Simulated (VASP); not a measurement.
# Be (P6_3/mmc) in VASP: further runs

The runs below take Be through single point, with PBEsol.

Everything below comes from runs of VASP 6.6.1. Logs are shortened: lines on timing, memory, paths and dates and some standing lists are left out, and cuts for length are marked.

### 1 The cell of the first run

Symmetry: P6_3/mmc, No. 194, hexagonal system. The conventional cell has a = 2.357 Å, b = 2.357 Å, c = 3.691 Å, α = 90.00°, β = 90.00°, γ = 120.00°. Within 3.0 Å of Be (site symmetry -6m2) lie 12 Be at 2.29 to 2.36 Å.

### 2 Single point, PBEsol (strain +0.025 along x and y, +0.025 along z)

The input, INCAR:

```
SYSTEM = Be
PREC = Accurate ; ENCUT = 520
EDIFF = 1E-6 ; ISMEAR = 0
SIGMA = 0.15 ; LREAL = .FALSE.
LASPH = .TRUE. ; NELM = 80
ALGO = Fast ; ISIF = 2
LWAVE = .FALSE. ; LCHARG = .TRUE.
GGA = PS ; LELF = .TRUE.
LVHAR = .TRUE. ; NBANDS = 9
```

The input, KPOINTS:

```
regular mesh
0
G
  24 24 14
  0 0 0
```

The input, POSCAR:

```
Be
1.0
    2.3569895345      0.0000000000      0.0000000000
   -1.1784947673      2.0412128133      0.0000000000
    0.0000000000      0.0000000000      3.6909225000
Be
2
Direct
    0.3333333333      0.6666666667      0.2500000000
    0.6666666667      0.3333333333      0.7500000000
```

Potentials or basis: VASP PAW PBE potentials, release 64 (Be).

On the command line:

```sh
$ cat potpaw_PBE.64/Be/POTCAR > POTCAR
$ mpirun -np 1 vasp_std > vasp.out
```

OUTCAR:

```text
SYSTEM = Be
   PREC = Accurate
   ENCUT = 520
   EDIFF = 1E-6
   ISMEAR = 0
   LREAL = .FALSE.
   LASPH = .TRUE.
   NELM = 80
   ISIF = 2
   GGA = PS

 ion  position               nearest neighbor table
   1  0.333  0.667  0.250-   2 2.29   2 2.29   2 2.29   2 2.29   2 2.29   2 2.29
   2  0.667  0.333  0.750-   1 2.29   1 2.29   1 2.29   1 2.29   1 2.29   1 2.29

  LATTYP: Found a hexagonal cell.
 ALAT       =     2.3569895345
 C/A-ratio  =     1.5659477677

  Lattice vectors:

 A1 = (   2.3569895345,   0.0000000000,   0.0000000000)
 A2 = (  -1.1784947673,   2.0412128133,   0.0000000000)
 A3 = (   0.0000000000,   0.0000000000,   3.6909225000)

Analysis of symmetry for initial positions (statically):
=====================================================================
 Subroutine PRICEL returns:
 Original cell was already a primitive cell.

 Routine SETGRP: Setting up the symmetry group for a
 hexagonal supercell.

 Subroutine GETGRP returns: Found 24 space group operations
 (whereof 12 operations were pure point group operations)
 out of a pool of 24 trial point group operations.

The static configuration has the point symmetry D_3d.
 The point group associated with its full space group is D_6h.

Analysis of symmetry for dynamics (positions and initial velocities):
=====================================================================
 Subroutine PRICEL returns:
 Original cell was already a primitive cell.

 Routine SETGRP: Setting up the symmetry group for a
 hexagonal supercell.

 Subroutine GETGRP returns: Found 24 space group operations
 (whereof 12 operations were pure point group operations)
 out of a pool of 24 trial point group operations.

The dynamic configuration has the point symmetry D_3d.
 The point group associated with its full space group is D_6h.

 Subroutine INISYM returns: Found 24 space group operations
 (whereof 12 operations are pure point group operations),
 and found     1 'primitive' translations

----------------------------------------------------------------------------------------

                                     Primitive cell

  volume of cell :      17.7575

  direct lattice vectors                    reciprocal lattice vectors
     2.356989534  0.000000000  0.000000000     0.424270021  0.244952411  0.000000000
    -1.178494767  2.041212813  0.000000000     0.000000000  0.489904822  0.000000000
     0.000000000  0.000000000  3.690922500     0.000000000  0.000000000  0.270934976

  length of vectors
     2.356989534  2.356989534  3.690922500     0.489904822  0.489904822  0.270934976

  position of ions in fractional coordinates (direct lattice)
     0.333333333  0.666666667  0.250000000
     0.666666667  0.333333333  0.750000000

  ion indices of the primitive-cell ions
   primitive index   ion index
                 1           1
                 2           2

----------------------------------------------------------------------------------------

 KPOINTS: regular mesh

Automatic generation of k-mesh.
 Grid dimensions read from file:
 generate k-points for:   24   24   14

 Generating k-lattice:

  Cartesian coordinates                     Fractional coordinates (reciprocal lattice)
     0.017677918  0.010206350  0.000000000     0.041666667  0.000000000  0.000000000
     0.000000000  0.020412701  0.000000000     0.000000000  0.041666667  0.000000000
     0.000000000  0.000000000  0.019352498     0.000000000  0.000000000  0.071428571

  Length of vectors
     0.020412701  0.020412701  0.019352498

  Shift w.r.t. Gamma in fractional coordinates (k-lattice)
     0.000000000  0.000000000  0.000000000

 Subroutine IBZKPT returns following result:
 ===========================================

 Found    488 irreducible k-points:

 Following reciprocal coordinates:
            Coordinates               Weight
  0.000000  0.000000  0.000000      1.000000
  0.041667  0.000000  0.000000      6.000000
  0.083333 -0.000000  0.000000      6.000000
  0.125000 -0.000000  0.000000      6.000000
  0.166667  0.000000  0.000000      6.000000
  0.208333  0.000000  0.000000      6.000000
[... 16 lines left out ...]
  0.416667  0.041667  0.000000     12.000000
  0.458333  0.041667  0.000000     12.000000
 [... further k-points ...]
   k-points           NKPTS =    488   k-points in BZ     NKDIM =    488   number of bands    NBANDS=      9
   number of dos      NEDOS =    301   number of ions     NIONS =      2
   total plane-waves  NPLWV =   9072
   dimension x,y,z NGX =    18 NGY =   18 NGZ =   28
   dimension x,y,z NGXF=    36 NGYF=   36 NGZF=   56
   ions per type =               2
   NGX,Y,Z   is equivalent  to a cutoff of  12.70, 12.70, 12.61 a.u.
   NGXF,Y,Z  is equivalent  to a cutoff of  25.39, 25.39, 25.22 a.u.
 SYSTEM =  Be
   PREC   = accura    normal or accurate (medium, high low for compatibility)
   ISTART =      0    job   : 0-new  1-cont  2-samecut
   ICHARG =      2    charge: 1-file 2-atom 10-const
   ISPIN  =      1    spin polarized calculation?
   LNONCOLLINEAR =      F non collinear calculations
   LSORBIT =      F    spin-orbit coupling
   LASPH  =      T    aspherical Exc in radial PAW
   ENCUT  =  520.0 eV  38.22 Ry    6.18 a.u.   4.38  4.38  6.86*2*pi/ulx,y,z
   NELM   =     80;   NELMIN=  2; NELMDL= -5     # of ELM steps
   EDIFF  = 0.1E-05   stopping-criterion for ELM
   LREAL  =      F    real-space projection
   EDIFFG = 0.1E-04   stopping-criterion for IOM
   NSW    =      0    number of steps for IOM
   IBRION =     -1    ionic relax: 0-MD 1-quasi-New 2-CG
   NFREE  =      0    steps in history (QN), initial steepest desc. (CG)
   ISIF   =      2    stress and relaxation
   ISYM   =      2    0-nonsym 1-usesym 2-fastsym
   POTIM  = 0.5000    time-step for ionic-motion
   TEBEG  =    0.0;   TEEND  =   0.0 temperature during run
   PSTRESS=    0.0 pullay stress
   NELECT =       4.0000    total number of electrons
   NUPDOWN=      -1.0000    fix difference up-down
   EMIN   =  10.00;   EMAX   =-10.00  energy-range for DOS
   EFERMI =   0.00;   METHOD = LEGACY
   ISMEAR =     0;   SIGMA  =   0.15  broadening in eV -4-tet -1-fermi 0-gaus
   EFERMI_NEDOS =   21; number of points for ismear=-14 and -15
   IALGO  =     68    algorithm
   IMIX   =      4    mixing-type and parameters
     AMIX     =   0.40;   BMIX     =  1.00
     AMIX_MAG =   1.60;   BMIX_MAG =  1.00
  volume/ion in A,a.u.               =       8.88        59.92
  Fermi-wavevector in a.u.,A,eV,Ry     =   0.996096  1.882349 13.499800  0.992207
  Thomas-Fermi vector in A             =   2.128161
   LORBIT       =      0    0 simple, 1 ext, 2 COOP (PROOUT), +10 PAW based schemes
   GGA     = PS    functional components
   LHFCALC =     F    Hartree Fock is set to
   AEXX    =    0.0000 exact exchange contribution
   IVDW    =     0    specifies the selected vdW correction
   LEPSILON=     F    determine dielectric tensor
   LRPA    =     F    only Hartree local field effects (RPA)
 non-spin polarized calculation
 RMM-DIIS sequential band-by-band and
 Gauss-broadening in eV      SIGMA  =   0.15
  energy-cutoff  :      520.00
  volume of cell :       17.76
 maximum number of plane-waves:       496
 NGX is ok and might be reduce to    18
   NGX =  9   NGY =  9   NGZ = 13

 number of electron       4.0000000 magnetization

 Free energy of the ion-electron system (eV)
  ---------------------------------------------------
  ext. energy  EPLUGINS =         0.00000000
  ---------------------------------------------------
  free energy    TOTEN  =        -7.91058808 eV

  energy without entropy =       -7.90829034  energy(sigma->0) =       -7.90943921

 E-fermi :   6.0703     XC(G=0): -10.2338

 val. band max:        6.0661528912   @ k =   0.2917   0.0833   0.0000
 cond. band min:       6.0753333865   @ k =   0.2917   0.2500   0.0000
 fundamental gap:      0.0091804953
 Fermi energy:         6.0703125613

 k-point     1 :       0.0000    0.0000    0.0000
  band No.  band energies     occupation
      1      -4.6098      2.00000
      2       2.0942      2.00000
      3       6.9513      0.00000
      4      20.6021      0.00000
      5      20.6021      0.00000
      6      23.2499      0.00000
      7      23.2499      0.00000
      8      25.2625      0.00000
      9      31.2799      0.00000

 k-point     2 :       0.0417    0.0000    0.0000
  band No.  band energies     occupation
      1      -4.5623      2.00000
      2       2.1543      2.00000
      3       6.9695      0.00000
      4      20.2133      0.00000
      5      20.3077      0.00000
      6      23.2491      0.00000
      7      23.4108      0.00000
      8      25.1752      0.00000
      9      30.3133      0.00000

 k-point     3 :       0.0833   -0.0000    0.0000
  band No.  band energies     occupation
      1      -4.4199      2.00000
      2       2.3347      2.00000
      3       7.0226      0.00000
      4      19.1879      0.00000
      5      19.6345      0.00000
      6      23.2146      0.00000
      7      23.6685      0.00000
      8      24.8910      0.00000
      9      28.8961      0.00000

 k-point     4 :       0.1250   -0.0000    0.0000
  band No.  band energies     occupation
      1      -4.1824      2.00000
      2       2.6349      2.00000
      3       7.1049      0.00000
      4      17.7902      0.00000
      5      18.8384      0.00000
      6      23.0981      0.00000
      7      23.7627      0.00000
      8      24.3476      0.00000
      9      27.3687      0.00000
[... 205 lines left out ...]
 k-point    22 :       0.3750    0.0417    0.0000
  band No.  band energies     occupation
      1      -0.3269      2.00000
      2       5.2358      2.00000
      3       7.4230      0.00000
      4      11.5424      0.00000
      5      14.4948      0.00000
      6      14.9638      0.00000
      7      17.2211      0.00000
      8      21.7412      0.00000
      9      24.0872      0.00000

 k-point    23 :       0.4167    0.0417    0.0000
  band No.  band energies     occupation
      1       0.5546      2.00000
      2       4.1795      2.00000
      3       8.4737      0.00000
      4      11.8371      0.00000
      5      13.5085      0.00000
      6      14.0975      0.00000
      7      16.4787      0.00000
      8      21.5701      0.00000
      9      24.0549      0.00000

 k-point    24 :       0.4583    0.0417    0.0000
  band No.  band energies     occupation
      1       1.3529      2.00000
      2       3.2736      2.00000
      3       9.3537      0.00000
      4      12.1347      0.00000
      5      12.4228      0.00000
      6      13.7891      0.00000
      7      16.0833      0.00000
      8      21.4829      0.00000
      9      24.0409      0.00000

 [... further k-points ...]
[... 5 lines left out ...]
  --------------------------------------------------------------------------------------
  -------------------------------------------------------------------------------------
  Total       -1.3559563     -1.3559563     -1.3726085      0.0000000      0.0000000     -0.0000000
  in kB     -122.3419526   -122.3419526   -123.8444073      0.0000000      0.0000000     -0.0000000
  external PRESSURE =    -122.8427709 kB  Pullay stress =       0.0000000 kB

 VOLUME and BASIS-vectors are now :
 -----------------------------------------------------------------------------
  energy-cutoff  :      520.00
  volume of cell :       17.76
      direct lattice vectors                 reciprocal lattice vectors
     2.356989534  0.000000000  0.000000000     0.424270021  0.244952411  0.000000000
    -1.178494767  2.041212813  0.000000000     0.000000000  0.489904822  0.000000000
     0.000000000  0.000000000  3.690922500     0.000000000  0.000000000  0.270934976

 POSITION                                       TOTAL-FORCE (eV/Angst)
 -----------------------------------------------------------------------------------
     -0.00000      1.36081      0.92273        -0.000000      0.000000      0.000000
      1.17849      0.68040      2.76819         0.000000     -0.000000      0.000000
 -----------------------------------------------------------------------------------
    total drift:                                0.000000     -0.000000      0.000000

  FREE ENERGIE OF THE ION-ELECTRON SYSTEM (eV)
  ---------------------------------------------------
  free  energy   TOTEN  =        -7.9105880815 eV

  energy  without entropy=       -7.9082903411  energy(sigma->0) =       -7.90943921
```

It took 27 s on 1 thread of AMD EPYC 9R45 (Zen 5), shared host; peak memory 0.14 GiB.

Results:

```
Free energy            : -7.9106 eV
Pressure               : -12.3 GPa
Band gap on the k mesh : zero (band 2 reaches 7.04 eV, above the bottom of band 3 at 5.07 eV)
```

Levels at points of the mesh, in eV from the Fermi level:
| k point | band 1 | band 2 | band 3 | band 4 | band 5 |
| --- | --- | --- | --- | --- | --- |
| (0.00, 0.00, 0.00) | -10.68 | -3.98 | 0.88 | 14.53 | 14.53 |
| (0.50, 0.00, 0.00) | -4.60 | -3.01 | 3.40 | 6.11 | 6.13 |
| (0.00, 0.00, 0.50) | -8.60 | -8.60 | 9.97 | 9.97 | 16.05 |
| (0.50, 0.00, 0.50) | -3.28 | -3.28 | 1.25 | 1.25 | 10.99 |

Caveat: the cell differs from its parent crystal (strain +0.025 along x and y, +0.025 along z); the PAW data sets were made with another functional, which shifts forces and pressure a little.

### 3 Single point, PBEsol (strain +0.050 along x and y, +0.000 along z)

The input, INCAR:

```
SYSTEM = Be
PREC = Accurate ; ENCUT = 520
EDIFF = 1E-7 ; ISMEAR = 0
SIGMA = 0.15 ; LREAL = .False.
LASPH = .True. ; NELM = 60
ALGO = Normal ; ISIF = 2
LWAVE = .False. ; LCHARG = .False.
GGA = PS ; NBANDS = 9
```

The input, KPOINTS:

```
Automatic mesh
0
Gamma
  24 24 14
  0 0 0
```

The input, POSCAR:

```
Be
1.0
    2.4144770842      0.0000000000      0.0000000000
   -1.2072385421      2.0909984917      0.0000000000
    0.0000000000      0.0000000000      3.6009000000
Be
2
Direct
    0.3333333333      0.6666666667      0.2500000000
    0.6666666667      0.3333333333      0.7500000000
```

Potentials or basis: VASP PAW PBE potentials, release 64 (Be).

On the command line:

```sh
$ cat potpaw_PBE.64/Be/POTCAR > POTCAR
$ mpirun -np 1 vasp_std > vasp.out
```

Run time: 27 s. Hardware: 1 thread of AMD EPYC 9R45 (Zen 5), shared host; peak memory 0.15 GiB.

It converged, with:

| Item | Value |
| --- | --- |
| Free energy | -7.8558 eV |
| Pressure | -13.4 GPa |
| Band gap on the k mesh | zero (band 2 reaches 6.80 eV, above the bottom of band 3 at 4.63 eV) |

Stress tensor (GPa, compression positive):
```
-17.10   0.00   0.00
  0.00 -17.10   0.00
  0.00   0.00  -6.00
```

Levels at points of the mesh, in eV from the Fermi level:
| k point | band 1 | band 2 | band 3 | band 4 | band 5 | band 6 | band 7 |
| --- | --- | --- | --- | --- | --- | --- | --- |
| (0.00, 0.00, 0.00) | -10.48 | -3.39 | 1.69 | 13.46 | 13.46 | 16.32 | 16.32 |
| (0.50, 0.00, 0.00) | -4.59 | -3.12 | 3.52 | 6.33 | 6.62 | 7.80 | 9.51 |
| (0.00, 0.00, 0.50) | -8.29 | -8.29 | 11.22 | 11.22 | 15.14 | 15.14 | 15.14 |
| (0.50, 0.00, 0.50) | -3.20 | -3.20 | 1.14 | 1.14 | 10.38 | 10.38 | 14.68 |

Caveat: the cell differs from its parent crystal (strain +0.050 along x and y, +0.000 along z); the PAW data sets were made with another functional, which shifts forces and pressure a little.

(Part 1 of 2 ends here.)
